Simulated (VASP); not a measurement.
TiO2:

```
CELL_PARAMETERS angstrom
1.49733 0.86448 6.98154
-1.49733 0.86448 6.98154
0.00000 -1.72897 6.98154
ATOMIC_POSITIONS crystal
Ti 0.00000 0.00000 0.00000
O 0.62047 0.62047 0.62047
O 0.37953 0.37953 0.37953
```

Base run:

- Program: VASP 6.6.1
- Functional: PBEsol
- Potentials or basis: VASP PAW PBE potentials, release 64 (Ti_sv, O)
- Cutoff: 520 eV
- k mesh: 7 × 7 × 7
- Occupations: gaussian, width 0.01 eV
- Spin: no spin polarisation

Its results: band gap on the k mesh 2.63 eV, indirect (least direct gap 2.83 eV); pressure -3.9 GPa; largest force 0.386 eV/Å.

**Question.** The run is repeated on the same cell with these changes: k mesh from 7 × 7 × 7 to 3 × 3 × 3. What comes out?

**Answer.** Band gap on the k mesh 2.77 eV, direct; pressure -3.7 GPa; largest force 0.421 eV/Å.

Caveats: some runs use coarse meshes; the PAW data sets were made with another functional, which shifts forces and pressure a little.

A k mesh can miss the band edges.
